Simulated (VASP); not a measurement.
# Sr (Pm-3m) in VASP: notebook, part 2 of 2

VASP 6.6.1. The steps go on from the part before.

## 3. Relaxation of cell and atoms, PBEsol

INCAR reads:

```
  PREC = Accurate
  ENCUT = 600
  EDIFF = 1E-6
  ISMEAR = 0
  SIGMA = 0.1
  LREAL = False
  LASPH = True
  NELM = 80
  ALGO = Normal
  ISIF = 3
  LWAVE = False
  LCHARG = False
  GGA = PS
  IBRION = 2
  NSW = 100
  EDIFFG = -0.01
```

KPOINTS reads:

```
Automatic mesh
0
Gamma
  14 14 14
```

POSCAR reads:

```
Sr
1.0
    3.7500147209      0.0000000000      0.0000000000
    0.0000000000      3.7500147209      0.0000000000
    0.0000000000      0.0000000000      3.7500147209
Sr
1
Direct
    0.0000000000      0.0000000000      0.0000000000
```

Potentials or basis: VASP PAW PBE potentials, release 64 (Sr_sv).

The run is started by

```
cat potpaw_PBE.64/Sr_sv/POTCAR > POTCAR
mpirun -np 1 vasp_std > vasp.out
```

OUTCAR:

```text
PREC = Accurate
   ENCUT = 600
   EDIFF = 1E-6
   ISMEAR = 0
   LREAL = False
   LASPH = True
   NELM = 80
   ISIF = 3
   GGA = PS
   IBRION = 2
   NSW = 100
   EDIFFG = -0.01

 ion  position               nearest neighbor table
   1  0.000  0.000  0.000-

  LATTYP: Found a simple cubic cell.
 ALAT       =     3.7500147209

  Lattice vectors:

 A1 = (   3.7500147209,   0.0000000000,   0.0000000000)
 A2 = (   0.0000000000,   3.7500147209,   0.0000000000)
 A3 = (   0.0000000000,   0.0000000000,   3.7500147209)

Analysis of symmetry for initial positions (statically):
=====================================================================
 Subroutine PRICEL returns:
 Original cell was already a primitive cell.

 Routine SETGRP: Setting up the symmetry group for a
 simple cubic supercell.

 Subroutine GETGRP returns: Found 48 space group operations
 (whereof 48 operations were pure point group operations)
 out of a pool of 48 trial point group operations.

The static configuration has the point symmetry O_h .

Analysis of symmetry for dynamics (positions and initial velocities):
=====================================================================
 Subroutine PRICEL returns:
 Original cell was already a primitive cell.

 Routine SETGRP: Setting up the symmetry group for a
 simple cubic supercell.

 Subroutine GETGRP returns: Found 48 space group operations
 (whereof 48 operations were pure point group operations)
 out of a pool of 48 trial point group operations.

The dynamic configuration has the point symmetry O_h .

 Subroutine INISYM returns: Found 48 space group operations
 (whereof 48 operations are pure point group operations),
 and found     1 'primitive' translations

----------------------------------------------------------------------------------------

                                     Primitive cell

  volume of cell :      52.7350
[... 106 lines left out ...]
     AMIX     =   0.40;   BMIX     =  1.00
     AMIX_MAG =   1.60;   BMIX_MAG =  1.00
  volume/ion in A,a.u.               =      52.73       355.87
  Fermi-wavevector in a.u.,A,eV,Ry     =   0.940535  1.777354 12.035809  0.884607
  Thomas-Fermi vector in A             =   2.067957
   LORBIT       =      0    0 simple, 1 ext, 2 COOP (PROOUT), +10 PAW based schemes
   GGA     = PS    functional components
   LHFCALC =     F    Hartree Fock is set to
   AEXX    =    0.0000 exact exchange contribution
   IVDW    =     0    specifies the selected vdW correction
   LEPSILON=     F    determine dielectric tensor
   LRPA    =     F    only Hartree local field effects (RPA)
 conjugate gradient relaxation of ions
 non-spin polarized calculation
 Gauss-broadening in eV      SIGMA  =   0.10
  energy-cutoff  :      600.00
  volume of cell :       52.73
 maximum number of plane-waves:      1791
 NGX is ok and might be reduce to    30
   NGX = 15   NGY = 15   NGZ = 15

 number of electron      10.0000000 magnetization

 Free energy of the ion-electron system (eV)
  ---------------------------------------------------
  ext. energy  EPLUGINS =         0.00000000
  ---------------------------------------------------
  free energy    TOTEN  =        -1.45591735 eV

  energy without entropy =       -1.45203694  energy(sigma->0) =       -1.45397715

 E-fermi :   1.4782     XC(G=0):  -7.5487

 val. band max:        1.4662662602   @ k =   0.5000   0.4286   0.2857
 cond. band min:       1.4811941271   @ k =   0.5000   0.2857   0.0714
 fundamental gap:      0.0149278669
 Fermi energy:         1.4782281294

 k-point     1 :       0.0000    0.0000    0.0000
  band No.  band energies     occupation
      1     -35.1497      2.00000
      2     -16.9872      2.00000
      3     -16.9872      2.00000
      4     -16.9872      2.00000
      5      -2.0274      2.00000
      6       2.1530      0.00000
      7       2.1530      0.00000
      8       6.7429      0.00000
      9       6.7429      0.00000
[... 265 lines left out ...]
 k-point    24 :       0.3571    0.2143    0.0000
  band No.  band energies     occupation
      1     -35.1194      2.00000
      2     -17.2661      2.00000
      3     -17.1002      2.00000
      4     -16.9495      2.00000
      5       0.0498      2.00000
      6       2.0860      0.00000
      7       3.0726      0.00000
      8       4.2542      0.00000
      9       5.1265      0.00000

 [... further k-points ...]
[... 5 lines left out ...]
  --------------------------------------------------------------------------------------
  -------------------------------------------------------------------------------------
  Total        0.0082145      0.0082145      0.0082145     -0.0000000      0.0000000     -0.0000000
  in kB        0.2495716      0.2495716      0.2495716     -0.0000000      0.0000000     -0.0000000
  external PRESSURE =       0.2495716 kB  Pullay stress =       0.0000000 kB

 VOLUME and BASIS-vectors are now :
 -----------------------------------------------------------------------------
  energy-cutoff  :      600.00
  volume of cell :       52.73
      direct lattice vectors                 reciprocal lattice vectors
     3.750014721  0.000000000  0.000000000     0.266665620  0.000000000  0.000000000
     0.000000000  3.750014721  0.000000000     0.000000000  0.266665620  0.000000000
     0.000000000  0.000000000  3.750014721     0.000000000  0.000000000  0.266665620

 POSITION                                       TOTAL-FORCE (eV/Angst)
 -----------------------------------------------------------------------------------
      0.00000      0.00000      0.00000         0.000000      0.000000      0.000000
 -----------------------------------------------------------------------------------
    total drift:                                0.000000      0.000000     -0.000000

  FREE ENERGIE OF THE ION-ELECTRON SYSTEM (eV)
  ---------------------------------------------------
  free  energy   TOTEN  =        -1.4559173537 eV

  energy  without entropy=       -1.4520369392  energy(sigma->0) =       -1.45397715

 reached required accuracy - stopping structural energy minimisation
```

Run time: 20 s. Hardware: 1 thread of Intel Xeon 6975P-C (Granite Rapids), shared host; peak memory 0.22 GiB.

What came out:

```
Free energy             : -1.4559 eV
Pressure after relaxing : 0.0 GPa
Band gap on the k mesh  : zero (bands 5 and 6 overlap by 0.74 eV)
```

Final structure:
```
CELL_PARAMETERS angstrom
3.75001 0.00000 0.00000
0.00000 3.75001 0.00000
0.00000 0.00000 3.75001
ATOMIC_POSITIONS crystal
Sr 0.00000 0.00000 0.00000
```

Caveat: the PAW data sets were made with another functional, which shifts forces and pressure a little.
